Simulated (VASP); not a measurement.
# PbS (Cmc2_1) in VASP: single point with PBEsol

Aim: the single point of PbS with PBEsol.

Everything below comes from runs of VASP 6.6.1. Logs are shortened: lines on timing, memory, paths and dates and some standing lists are left out, and cuts for length are marked.

### 1 The cell of the first run

The structure is orthorhombic, space group Cmc2_1 (No. 36). Conventional cell: a = 4.114 Å, b = 7.132 Å, c = 7.560 Å, α = 90.00°, β = 90.00°, γ = 90.00°. Within 3.7 Å of Pb (site symmetry m) lie 6 S at 2.84 to 3.26 Å. S (site symmetry m) has 6 Pb at 2.84 to 3.26 Å within 3.7 Å.

### 2 Single point, PBEsol

Input file INCAR:

```
SYSTEM = PbS
PREC = Accurate ; ENCUT = 520
EDIFF = 1E-6 ; ISMEAR = 1
SIGMA = 0.0987 ; LREAL = .False.
LASPH = .True. ; NELM = 100
ALGO = Normal ; ISIF = 2
LWAVE = .False. ; LCHARG = .False.
GGA = PS ; NBANDS = 28
```

Input file KPOINTS:

```
Automatic mesh
0
Gamma
  5 5 3
  0 0 0
```

Input file POSCAR:

```
PbS
1.0
    2.0569418400     -3.5658292700      0.0000000000
    2.0569418400      3.5658292700      0.0000000000
    0.0000000000      0.0000000000      7.5599447400
Pb S
2 2
Direct
    0.0010316600      0.9989683400      0.4867318100
    0.9989683400      0.0010316600      0.9867318100
    0.6671454800      0.3328545200      0.6924681900
    0.3328545200      0.6671454800      0.1924681900
```

Potentials or basis: VASP PAW PBE potentials, release 64 (Pb_d, S).

Command:

```console
> cat potpaw_PBE.64/Pb_d/POTCAR potpaw_PBE.64/S/POTCAR > POTCAR
> mpirun -np 1 vasp_std > vasp.out
```

OUTCAR:

```text
SYSTEM = PbS
   PREC = Accurate
   ENCUT = 520
   EDIFF = 1E-6
   ISMEAR = 1
   LREAL = .False.
   LASPH = .True.
   NELM = 100
   ISIF = 2
   GGA = PS

 ion  position               nearest neighbor table
   1  0.001  0.999  0.487-   3 2.84   3 2.84   3 2.84   4 3.25   4 3.26   4 3.26   2 3.78   2 3.78

   2  0.999  0.001  0.987-   4 2.84   4 2.84   4 2.84   3 3.25   3 3.26   3 3.26   1 3.78   1 3.78

   3  0.667  0.333  0.692-   1 2.84   1 2.84   1 2.84   2 3.25   2 3.26   2 3.26
   4  0.333  0.667  0.192-   2 2.84   2 2.84   2 2.84   1 3.25   1 3.26   1 3.26

  LATTYP: Found a base centered orthorhombic cell.
 ALAT       =     4.1138836800
 B/A-ratio  =     1.7335586260
 C/A-ratio  =     1.8376661394

  Lattice vectors:

 A1 = (   2.0569418400,  -3.5658292700,   0.0000000000)
 A2 = (   2.0569418400,   3.5658292700,   0.0000000000)
 A3 = (   0.0000000000,   0.0000000000,   7.5599447400)

Analysis of symmetry for initial positions (statically):
=====================================================================
 Subroutine PRICEL returns:
 Original cell was already a primitive cell.

 Routine SETGRP: Setting up the symmetry group for a
 base centered orthorhombic supercell.

 Subroutine GETGRP returns: Found  4 space group operations
 (whereof  2 operations were pure point group operations)
 out of a pool of  8 trial point group operations.

The static configuration has the point symmetry C_1h.
 The point group associated with its full space group is C_2v.

Analysis of symmetry for dynamics (positions and initial velocities):
=====================================================================
 Subroutine PRICEL returns:
 Original cell was already a primitive cell.

 Routine SETGRP: Setting up the symmetry group for a
 base centered orthorhombic supercell.

 Subroutine GETGRP returns: Found  4 space group operations
 (whereof  2 operations were pure point group operations)
 out of a pool of  8 trial point group operations.

The dynamic configuration has the point symmetry C_1h.
 The point group associated with its full space group is C_2v.

 Subroutine INISYM returns: Found  4 space group operations
 (whereof  2 operations are pure point group operations),
 and found     1 'primitive' translations

----------------------------------------------------------------------------------------

                                     Primitive cell

  volume of cell :     110.8999

  direct lattice vectors                    reciprocal lattice vectors
     2.056941840 -3.565829270  0.000000000     0.243079308 -0.140219837  0.000000000
     2.056941840  3.565829270  0.000000000     0.243079308  0.140219837  0.000000000
[... 87 lines left out ...]
   NFREE  =      0    steps in history (QN), initial steepest desc. (CG)
   ISIF   =      2    stress and relaxation
   ISYM   =      2    0-nonsym 1-usesym 2-fastsym
   POTIM  = 0.5000    time-step for ionic-motion
   TEBEG  =    0.0;   TEEND  =   0.0 temperature during run
   PSTRESS=    0.0 pullay stress
   NELECT =      40.0000    total number of electrons
   NUPDOWN=      -1.0000    fix difference up-down
   EMIN   =  10.00;   EMAX   =-10.00  energy-range for DOS
   EFERMI =   0.00;   METHOD = LEGACY
   ISMEAR =     1;   SIGMA  =   0.10  broadening in eV -4-tet -1-fermi 0-gaus
   EFERMI_NEDOS =   21; number of points for ismear=-14 and -15
   IALGO  =     38    algorithm
   IMIX   =      4    mixing-type and parameters
     AMIX     =   0.40;   BMIX     =  1.00
     AMIX_MAG =   1.60;   BMIX_MAG =  1.00
  volume/ion in A,a.u.               =      27.72       187.10
  Fermi-wavevector in a.u.,A,eV,Ry     =   1.165336  2.202165 18.476815  1.358008
  Thomas-Fermi vector in A             =   2.301863
   LORBIT       =      0    0 simple, 1 ext, 2 COOP (PROOUT), +10 PAW based schemes
   GGA     = PS    functional components
   LHFCALC =     F    Hartree Fock is set to
   AEXX    =    0.0000 exact exchange contribution
   IVDW    =     0    specifies the selected vdW correction
   LEPSILON=     F    determine dielectric tensor
   LRPA    =     F    only Hartree local field effects (RPA)
 non-spin polarized calculation
 Methfessel and Paxton  Order N= 1 SIGMA  =   0.10
  energy-cutoff  :      520.00
  volume of cell :      110.90
 maximum number of plane-waves:      3010
   NGX = 15   NGY = 15   NGZ = 29

 number of electron      39.9999996 magnetization

 Free energy of the ion-electron system (eV)
  ---------------------------------------------------
  ext. energy  EPLUGINS =         0.00000000
  ---------------------------------------------------
  free energy    TOTEN  =       -18.62651444 eV

  energy without entropy =      -18.62722388  energy(sigma->0) =      -18.62675092

 E-fermi :   4.8335     XC(G=0):  -9.5638

 val. band max:        4.7938509130   @ k =   0.0000   0.0000   0.0000
 cond. band min:       5.5195446980   @ k =   0.4000   0.0000   0.0000
 fundamental gap:      0.7256937850
 Fermi energy:         4.8334757443

 k-point     1 :       0.0000    0.0000    0.0000
  band No.  band energies     occupation
      1     -11.7994      2.00000
      2     -11.7567      2.00000
      3     -11.7564      2.00000
      4     -11.7428      2.00000
      5     -11.7425      2.00000
      6     -11.7175      2.00000
[... 547 lines left out ...]
     27      11.3836      0.00000
     28      12.0923      0.00000

------------------------ aborting loop because EDIFF is reached ----------------------------------------

  FORCE on cell =-STRESS in cart. coord.  units (eV):
  Direction    XX          YY          ZZ          XY          YZ          ZX
  --------------------------------------------------------------------------------------
  -------------------------------------------------------------------------------------
  Total       -1.2148706     -1.2364507     -1.4112479      0.0000000      0.0000000      0.0000000
  in kB      -17.5513057    -17.8630739    -20.3883794      0.0000000      0.0000000      0.0000000
  external PRESSURE =     -18.6009197 kB  Pullay stress =       0.0000000 kB

 VOLUME and BASIS-vectors are now :
 -----------------------------------------------------------------------------
  energy-cutoff  :      520.00
  volume of cell :      110.90
      direct lattice vectors                 reciprocal lattice vectors
     2.056941840 -3.565829270  0.000000000     0.243079308 -0.140219837  0.000000000
     2.056941840  3.565829270  0.000000000     0.243079308  0.140219837  0.000000000
     0.000000000  0.000000000  7.559944740     0.000000000  0.000000000  0.132276099

 POSITION                                       TOTAL-FORCE (eV/Angst)
 -----------------------------------------------------------------------------------
      2.05694      3.55847      3.67967         0.000000      0.005814      0.005702
      2.05694     -3.55847      7.45964         0.000000     -0.005814      0.005702
      2.05694     -1.19202      5.23502         0.000000     -0.003573     -0.005702
      2.05694      1.19202      1.45505         0.000000      0.003573     -0.005702
 -----------------------------------------------------------------------------------
    total drift:                               -0.000000     -0.000000     -0.002886

  FREE ENERGIE OF THE ION-ELECTRON SYSTEM (eV)
  ---------------------------------------------------
  free  energy   TOTEN  =       -18.6265144411 eV

  energy  without entropy=      -18.6272238807  energy(sigma->0) =      -18.62675092
```

OSZICAR:

```text
N       E                     dE             d eps       ncg     rms          rms(c)
DAV:   1     0.412274447255E+03    0.41227E+03   -0.18696E+04  1008   0.151E+03
DAV:   2     0.277285913471E+02   -0.38455E+03   -0.37336E+03  1036   0.399E+02
DAV:   3    -0.171620108339E+02   -0.44891E+02   -0.43714E+02  1312   0.153E+02
DAV:   4    -0.194079004633E+02   -0.22459E+01   -0.22370E+01  1160   0.352E+01
DAV:   5    -0.195042858502E+02   -0.96385E-01   -0.96373E-01  1408   0.773E+00    0.613E+00
DAV:   6    -0.186252036679E+02    0.87908E+00   -0.22134E+00  1412   0.970E+00    0.381E+00
DAV:   7    -0.186287090446E+02   -0.35054E-02   -0.34886E-01  1116   0.245E+00    0.226E+00
DAV:   8    -0.186298382637E+02   -0.11292E-02   -0.54810E-02  1348   0.184E+00    0.658E-01
DAV:   9    -0.186262061616E+02    0.36321E-02   -0.14099E-02  1412   0.880E-01    0.119E-01
DAV:  10    -0.186264701205E+02   -0.26396E-03   -0.10811E-03  1120   0.170E-01    0.432E-02
DAV:  11    -0.186265159025E+02   -0.45782E-04   -0.86605E-05  1428   0.635E-02    0.170E-02
DAV:  12    -0.186265144058E+02    0.14968E-05   -0.72720E-06  1032   0.148E-02    0.117E-02
DAV:  13    -0.186265144411E+02   -0.35366E-07   -0.25208E-06   956   0.118E-02
   1 F= -.18626514E+02 E0= -.18626751E+02  d E =0.709440E-03
```

It took 53 s on 1 thread of Intel Xeon Platinum 8259CL at 2.50GHz (Skylake/Cascade Lake), shared host; peak memory 0.24 GiB.

Results:

```
Free energy            : -18.6265 eV
Pressure               : -1.9 GPa
Largest force          : 0.008 eV/Å
Band gap on the k mesh : 0.73 eV, indirect (least direct gap 1.15 eV)
```

Forces in eV/Å, atoms in the order of the input:
```
Pb   0.000  0.006  0.006
Pb   0.000 -0.006  0.006
S    0.000 -0.004 -0.006
S    0.000  0.004 -0.006
```

Caveat: the PAW data sets were made with another functional, which shifts forces and pressure a little; spin-orbit coupling is left out, which moves the levels of the heavy elements.
